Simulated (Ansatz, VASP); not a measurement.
# Rh: VASP beside Ansatz

```xyz
1
Lattice="0.0000 1.9016 1.9016 1.9016 0.0000 1.9016 1.9016 1.9016 0.0000" Properties=species:S:1:pos:R:3 pbc="T T T"
Rh    0.0000    0.0000    0.0000
```

Alike in both runs: task single point; functional PBEsol; k mesh 22 × 22 × 22; occupations gaussian, width 0.15 eV; no spin polarisation.

|  | VASP | Ansatz |
| --- | --- | --- |
| version | VASP 6.6.1 | Ansatz 0.2.0 |
| potentials or method | VASP PAW PBE potentials, release 64 (Rh_pv), cutoff 500 eV | scalar-relativistic, plane waves, PAW |
| valence electrons in the cell | 15 | 17 |

|  | VASP | Ansatz | Ansatz less VASP |
| --- | --- | --- | --- |
| gap on the k mesh at the Fermi level (eV) | none | none | - |
| pressure (GPa) | -5.1 | -5.1 | +0.01 |

VASP's potentials were made for PBE, not for PBEsol. A gap of «none» marks a metal or a gap that the smearing closes. The functional is the same, so the differences come from potentials, cutoffs and numerics. VASP's potentials hold 15 valence electrons a cell and Ansatz's 17, so a difference there can come from the potentials and not from the codes.
